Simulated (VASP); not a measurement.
Sb: single point with PBEsol

Crystal: Sb.

```xyz
1
Lattice="-1.8903 1.8903 1.8903 1.8903 -1.8903 1.8903 1.8903 1.8903 -1.8903" Properties=species:S:1:pos:R:3 pbc="T T T"
Sb    0.0000    0.0000    0.0000
```

This cell differs from its parent crystal: volume scaled by 1.04.

```
Program             : VASP 6.6.1
Task                : single point
Functional          : PBEsol
Potentials or basis : VASP PAW PBE potentials, release 64 (Sb)
Cutoff              : 520 eV
k mesh              : 13 × 13 × 13
Occupations         : fermi-dirac, width 0.1 eV
Spin                : no spin polarisation
```

```
Pressure : -2.6 GPa
```

Levels at points of the mesh, in eV from the Fermi level:
| k point | band 1 | band 2 | band 3 | band 4 | band 5 | band 6 | band 7 | band 8 |
| --- | --- | --- | --- | --- | --- | --- | --- | --- |
| (0.00, 0.00, 0.00) | -12.77 | 5.51 | 5.51 | 5.51 | 10.64 | 10.64 | 10.64 | 11.85 |

It took 5.7 s on 1 thread of Intel Xeon 6975P-C (shared host), peak memory 0.14 GiB.

Caveat: the PAW data sets were made with another functional, which shifts forces and pressure a little; spin-orbit coupling is left out, which moves the levels of the heavy elements.
